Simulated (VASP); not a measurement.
# Al2BN3 (R-3m) in VASP: further runs

Al2BN3 is run at these levels: PBE; tasks: single point.

Everything below comes from runs of VASP 6.6.1. Logs are shortened: lines on timing, memory, paths and dates and some standing lists are left out, and cuts for length are marked.

### 1 The cell of the first run

Symmetry: R-3m, No. 166, trigonal system. Conventional cell: a = 4.990 Å, b = 4.990 Å, c = 9.886 Å, α = 90.00°, β = 90.00°, γ = 120.00°. Al (site symmetry 3m) has 3 N at 1.85 Å and 1 B at 2.14 Å within 2.5 Å. Within 2.8 Å of B (site symmetry -3m) lie 2 Al at 2.14 Å and 6 N at 2.49 Å. Within 2.5 Å of N (site symmetry 2/m) lie 2 Al at 1.85 Å and 4 N at 2.49 Å and 2 B at 2.49 Å.

The cell was built from a structure type or drawn by symmetry, and may not be a known phase.

### 2 Single point, PBE, collinear spin, ferromagnetic start

File INCAR:

```
ALGO = Normal
EDIFF = 1E-6
ENCUT = 520
GGA = PE
ISIF = 2
ISMEAR = 0
ISPIN = 2
LASPH = True
LCHARG = True
LELF = True
LORBIT = 11
LREAL = False
LVHAR = True
LWAVE = False
MAGMOM = 0 0 0 1 1 1
NBANDS = 25
NELM = 150
PREC = Accurate
SIGMA = 0.1
```

File KPOINTS:

```
k-points
0
Gamma
  6 6 6
```

File POSCAR:

```
Al2BN3
1.0
    2.4948452146      1.4403995562      3.2954806301
   -2.4948452146      1.4403995562      3.2954806301
    0.0000000000     -2.8807991124      3.2954806301
Al B N
2 1 3
Direct
    0.2838801177      0.2838801177      0.2838801177
    0.7161198823      0.7161198823      0.7161198823
    0.5000000000      0.5000000000      0.5000000000
    0.0000000000      0.0000000000      0.5000000000
    0.5000000000      0.0000000000      0.0000000000
    0.0000000000      0.5000000000      0.0000000000
```

Potentials or basis: VASP PAW PBE potentials, release 64 (Al, B, N).

The run is started by

```console
$ cat potpaw_PBE.64/Al/POTCAR potpaw_PBE.64/B/POTCAR potpaw_PBE.64/N/POTCAR > POTCAR
$ mpirun -np 1 vasp_std > vasp.out
```

OUTCAR:

```text
EDIFF = 1E-6
   ENCUT = 520
   GGA = PE
   ISIF = 2
   ISMEAR = 0
   ISPIN = 2
   LASPH = True
   LORBIT = 11
   LREAL = False
   NELM = 150
   PREC = Accurate

 ion  position               nearest neighbor table
   1  0.284  0.284  0.284-   4 1.85   5 1.85   6 1.85   3 2.14   2 3.04   2 3.04   2 3.04
   2  0.716  0.716  0.716-   4 1.85   5 1.85   6 1.85   3 2.14   1 3.04   1 3.04   1 3.04
   3  0.500  0.500  0.500-   1 2.14   2 2.14
   4  0.000  0.000  0.500-   1 1.85   2 1.85
   5  0.500  0.000  0.000-   1 1.85   2 1.85
   6  0.000  0.500  0.000-   1 1.85   2 1.85

  LATTYP: Found a trigonal (rhomboedric) cell.
 ALAT       =     4.3771218980
 COS(alpha) =     0.3502595193

  Lattice vectors:

 A1 = (   2.4948452146,   1.4403995562,   3.2954806301)
 A2 = (  -2.4948452146,   1.4403995562,   3.2954806301)
 A3 = (   0.0000000000,  -2.8807991124,   3.2954806301)

Analysis of symmetry for initial positions (statically):
=====================================================================
 Subroutine PRICEL returns:
 Original cell was already a primitive cell.

 Routine SETGRP: Setting up the symmetry group for a
 trigonal (rhombohedral) supercell.

 Subroutine GETGRP returns: Found 12 space group operations
 (whereof 12 operations were pure point group operations)
 out of a pool of 12 trial point group operations.

The static configuration has the point symmetry D_3d.

Analysis of symmetry for dynamics (positions and initial velocities):
=====================================================================
 Subroutine PRICEL returns:
 Original cell was already a primitive cell.

 Routine SETGRP: Setting up the symmetry group for a
 trigonal (rhombohedral) supercell.

 Subroutine GETGRP returns: Found 12 space group operations
 (whereof 12 operations were pure point group operations)
 out of a pool of 12 trial point group operations.

The dynamic configuration has the point symmetry D_3d.

Analysis of structural, dynamic, and magnetic symmetry:
=====================================================================
 Subroutine PRICEL returns:
 Original cell was already a primitive cell.

 Routine SETGRP: Setting up the symmetry group for a
 trigonal (rhombohedral) supercell.

 Subroutine GETGRP returns: Found 12 space group operations
 (whereof 12 operations were pure point group operations)
 out of a pool of 12 trial point group operations.

The overall configuration has the point symmetry D_3d.

 Subroutine INISYM returns: Found 12 space group operations
 (whereof 12 operations are pure point group operations),
 and found     1 'primitive' translations

[... 145 lines left out ...]
  ext. energy  EPLUGINS =         0.00000000
  ---------------------------------------------------
  free energy    TOTEN  =       -32.39304383 eV

  energy without entropy =      -32.37591362  energy(sigma->0) =      -32.38447872

 E-fermi :   4.1000     XC(G=0): -10.2438

 val. band max:        4.0680177319   @ k =  -0.1667   0.5000   0.1667
 cond. band min:       4.1086955150   @ k =   0.5000   0.5000   0.1667
 fundamental gap:      0.0406777831
 Fermi energy:         4.0999989762

 spin component 1

 k-point     1 :       0.0000    0.0000    0.0000
  band No.  band energies     occupation
      1     -11.6174      1.00000
      2      -8.4077      1.00000
      3      -8.4077      1.00000
      4      -2.6153      1.00000
      5      -1.1672      1.00000
      6      -0.2685      1.00000
[... 637 lines left out ...]
     23      16.0831      0.00000
     24      17.4987      0.00000

 [... further k-points ...]

 spin component 2

 k-point     1 :       0.0000    0.0000    0.0000
  band No.  band energies     occupation
      1     -11.3967      1.00000
      2      -8.1262      1.00000
      3      -8.1262      1.00000
      4      -2.5026      1.00000
      5      -1.0654      1.00000
      6      -0.0341      1.00000
[... 637 lines left out ...]
     23      16.1307      0.00000
     24      17.5433      0.00000

 [... further k-points ...]

 [bands above 24 left out]

------------------------ aborting loop because EDIFF is reached ----------------------------------------

  FORCE on cell =-STRESS in cart. coord.  units (eV):
  Direction    XX          YY          ZZ          XY          YZ          ZX
  --------------------------------------------------------------------------------------
  -------------------------------------------------------------------------------------
  Total        0.2776748      0.2776748     -0.2091348      0.0000000     -0.0000000     -0.0000000
  in kB        6.2610971      6.2610971     -4.7156353      0.0000000     -0.0000000     -0.0000000
  external PRESSURE =       2.6021863 kB  Pullay stress =       0.0000000 kB

 VOLUME and BASIS-vectors are now :
 -----------------------------------------------------------------------------
  energy-cutoff  :      520.00
  volume of cell :       71.06
      direct lattice vectors                 reciprocal lattice vectors
     2.494845215  1.440399556  3.295480630     0.200413235  0.115708635  0.101148625
    -2.494845215  1.440399556  3.295480630    -0.200413235  0.115708635  0.101148625
     0.000000000 -2.880799112  3.295480630     0.000000000 -0.231417270  0.101148625

 POSITION                                       TOTAL-FORCE (eV/Angst)
 -----------------------------------------------------------------------------------
      0.00000      0.00000      2.80656        -0.000000     -0.000000      0.007746
      0.00000      0.00000      7.07988        -0.000000     -0.000000     -0.007746
      0.00000      0.00000      4.94322         0.000000      0.000000      0.000000
      0.00000     -1.44040      1.64774         0.000000      0.000000      0.000000
      1.24742      0.72020      1.64774        -0.000000     -0.000000     -0.000000
     -1.24742      0.72020      1.64774        -0.000000     -0.000000      0.000000
 -----------------------------------------------------------------------------------
    total drift:                               -0.000000      0.000000      0.000000

  FREE ENERGIE OF THE ION-ELECTRON SYSTEM (eV)
  ---------------------------------------------------
  free  energy   TOTEN  =       -32.3930438262 eV

  energy  without entropy=      -32.3759136188  energy(sigma->0) =      -32.38447872

 total charge

# of ion       s       p       d       tot
------------------------------------------
    1        0.390   0.447   0.000   0.837
    2        0.390   0.447   0.000   0.837
    3        0.765   0.770   0.000   1.535
    4        1.322   2.250   0.000   3.573
    5        1.322   2.250   0.000   3.573
    6        1.322   2.250   0.000   3.573
--------------------------------------------------
tot          5.511   8.415   0.000  13.926

 magnetization (x)

# of ion       s       p       d       tot
------------------------------------------
    1        0.002   0.003   0.000   0.005
    2        0.002   0.003   0.000   0.005
    3        0.028   0.007   0.000   0.035
    4        0.004   0.134   0.000   0.138
    5        0.004   0.134   0.000   0.138
    6        0.004   0.134   0.000   0.138
--------------------------------------------------
tot          0.045   0.415   0.000   0.460
```

OSZICAR:

```text
N       E                     dE             d eps       ncg     rms          rms(c)
DAV:   1     0.742474388569E+02    0.74247E+02   -0.10543E+04  3200   0.831E+02
DAV:   2    -0.281502823982E+02   -0.10240E+03   -0.96812E+02  4225   0.181E+02
DAV:   3    -0.343531608687E+02   -0.62029E+01   -0.61166E+01  3926   0.425E+01
DAV:   4    -0.344096511771E+02   -0.56490E-01   -0.56470E-01  3953   0.459E+00
DAV:   5    -0.344105234132E+02   -0.87224E-03   -0.87220E-03  4124   0.567E-01    0.105E+01
DAV:   6    -0.327725140985E+02    0.16380E+01   -0.16109E+01  3931   0.159E+01    0.736E+00
DAV:   7    -0.324545874062E+02    0.31793E+00   -0.18407E+00  3719   0.657E+00    0.404E+00
DAV:   8    -0.324152500545E+02    0.39337E-01   -0.80548E-01  3848   0.349E+00    0.115E+00
DAV:   9    -0.323848830792E+02    0.30367E-01   -0.16271E-01  3792   0.207E+00    0.550E-01
DAV:  10    -0.323922093361E+02   -0.73263E-02   -0.13575E-02  3486   0.700E-01    0.275E-01
DAV:  11    -0.323923040591E+02   -0.94723E-04   -0.25860E-03  3869   0.248E-01    0.138E-01
DAV:  12    -0.323926871854E+02   -0.38313E-03   -0.94819E-04  3691   0.148E-01    0.787E-02
DAV:  13    -0.323928767890E+02   -0.18960E-03   -0.36929E-04  3829   0.951E-02    0.516E-02
DAV:  14    -0.323929840921E+02   -0.10730E-03   -0.22516E-04  3629   0.643E-02    0.304E-02
DAV:  15    -0.323930272805E+02   -0.43188E-04   -0.91620E-05  3825   0.465E-02    0.201E-02
DAV:  16    -0.323930395152E+02   -0.12235E-04   -0.46217E-05  3981   0.314E-02    0.788E-03
DAV:  17    -0.323930432631E+02   -0.37479E-05   -0.11713E-05  3359   0.165E-02    0.285E-03
DAV:  18    -0.323930438262E+02   -0.56306E-06   -0.18830E-06  2541   0.729E-03
   1 F= -.32393044E+02 E0= -.32384479E+02  d E =-.171302E-01  mag=     0.6421
```

stdout:

```text
POSCAR found type information on POSCAR AlB N
 POSCAR found :  3 types and       6 ions
 scaLAPACK will be used
 LDA part: xc-table for (Slater+PW92), standard interpolation
 POSCAR, INCAR and KPOINTS ok, starting setup
 FFT: planning ... GRIDC
 FFT: planning ... GRID_SOFT
 FFT: planning ... GRID
 WAVECAR not read
 entering main loop
```

Run time: 61 s. Hardware: 1 thread of Intel Xeon 6975P-C (Granite Rapids), shared host; peak memory 0.28 GiB.

Results:

```yaml
Free_energy: -32.3930 eV
Pressure: 0.3 GPa
Largest_force: 0.008 eV/Å
Net_moment: 0.64 μB per cell
Site_moments: Al +0.01; B +0.04; N +0.14 μB
Valence_electrons_inside_the_program's_atomic_spheres: Al 0.84; B 1.53; N 3.57
```

Forces in eV/Å, atoms in the order of the input:
```
Al   0.000  0.000  0.008
Al   0.000  0.000 -0.008
B    0.000  0.000  0.000
N    0.000  0.000  0.000
N    0.000  0.000  0.000
N    0.000  0.000  0.000
```

Levels at points of the mesh, in eV from the Fermi level:
Spin up:
```tsv
k point	band 10	band 11	band 12	band 13	band 14	band 15
(0.00, 0.00, 0.00)	-2.33	-1.00	0.87	1.06	1.06	3.05
(0.50, 0.00, 0.00)	-1.92	-1.33	-1.22	-0.07	0.97	1.95
(0.50, 0.50, 0.00)	-2.10	-0.60	-0.19	-0.08	1.19	2.44
(0.50, 0.50, 0.50)	-1.57	0.08	0.94	0.94	1.00	4.92
```
Spin down:
| k point | band 8 | band 9 | band 10 | band 11 | band 12 | band 13 | band 14 | band 15 | band 16 | band 17 |
| --- | --- | --- | --- | --- | --- | --- | --- | --- | --- | --- |
| (0.00, 0.00, 0.00) | -2.49 | -2.49 | -2.11 | -0.84 | 1.32 | 1.35 | 1.35 | 3.07 | 3.24 | 3.24 |
| (0.50, 0.00, 0.00) | -2.29 | -2.19 | -1.68 | -1.01 | -0.96 | 0.26 | 1.29 | 2.00 | 4.84 | 4.93 |
| (0.50, 0.50, 0.00) | -2.73 | -2.47 | -1.93 | -0.27 | 0.15 | 0.15 | 1.54 | 2.47 | 4.13 | 6.28 |
| (0.50, 0.50, 0.50) | -4.81 | -1.40 | -1.40 | 0.26 | 1.21 | 1.21 | 1.46 | 5.14 | 5.14 | 7.59 |

(Continued in part 2 of 2.)
